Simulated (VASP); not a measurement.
Runs of VASP 6.6.1 on BaF2. The structure is that of space group Fm-3m (No. 225), or close to it. The cells are those of the table. 

```csv
task,level,potentials or basis,cell,k mesh,cutoff (eV),grid for exact exchange (PRECFOCK),share of exact exchange,screening parameter,gap on the mesh (eV),pressure (GPa),relaxed volume (Å³/atom)
single point,LDA,"VASP PAW LDA potentials, release 64 (Ba_sv, F)","a = 4.274 Å, angles 60.0°, 3 atoms",6 × 6 × 6,600,-,-,-,6.73,1.6,-
relaxation of cell and atoms,LDA,"VASP PAW LDA potentials, release 64 (Ba_sv, F)","relaxed from a = 4.416 Å, angles 60.0°, 3 atoms",6 × 6 × 6,600,-,-,-,(b),0.0,18.78
relaxation of cell and atoms,PBEsol,"VASP PAW PBE potentials, release 64 (Ba_sv, F)","relaxed from a = 4.416 Å, angles 60.0°, 3 atoms",6 × 6 × 6,600,-,-,-,6.69,0.0,(a)
single point,HSE06,"VASP PAW PBE potentials, release 64 (Ba_sv, F)","a = 4.389 Å, angles 60.0°, 3 atoms",4 × 4 × 4,520,Normal,0.25,0.2079 1/Å,8.67,(c),-
single point,PBEsol,"VASP PAW PBE potentials, release 64 (Ba_sv, F)","a = 4.340 Å, angles 60.0°, 3 atoms",6 × 6 × 6,600,-,-,-,6.77,1.2,-
```

Alike in all rows: no spin polarisation; smearing fermi-dirac 0.02 eV.

Task: Estimate the missing entries.

Result: (a) 19.63; (b) 6.64; (c) 1.0.

Caveats: some runs use coarse meshes; spin-orbit coupling is left out, which moves the levels of the heavy elements; the PAW data sets were made with another functional, which shifts forces and pressure a little (at least some runs).

A k mesh can miss the band edges, and the runs leave out spin-orbit coupling on Ba.
